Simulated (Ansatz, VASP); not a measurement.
# TiAl in VASP and in Ansatz

```xyz
2
Lattice="2.8108 0.0000 0.0000 0.0000 2.8108 0.0000 0.0000 0.0000 4.0664" Properties=species:S:1:pos:R:3 pbc="T T T"
Ti    1.4054    1.4054    2.0332
Al    0.0000    0.0000    0.0000
```

Alike in both runs: task relaxation of cell and atoms; functional PBE; k mesh 14 × 14 × 10; occupations gaussian, width 0.1 eV; no spin polarisation.

|  | VASP | Ansatz |
| --- | --- | --- |
| version | VASP 6.6.1 | Ansatz 0.2.0 |
| potentials or method | VASP PAW PBE potentials, release 64 (Ti_sv, Al), cutoff 600 eV | scalar-relativistic, plane waves, PAW |
| valence electrons in the cell | 15 | 15 |

Ansatz gave:

- gap on the k mesh at the Fermi level, each at its own relaxed structure (eV): none
- relaxed volume (Å³/atom): 16.23
- relaxed length of the cell vector where the two differ most in proportion (Å): 2.822

Question: What did VASP give for the same quantities?

Answer: gap on the k mesh at the Fermi level, each at its own relaxed structure (eV): none; relaxed volume (Å³/atom): 16.22; relaxed length of the cell vector where the two differ most in proportion (Å): 2.820.

A gap of «none» marks a metal or a gap that the smearing closes.
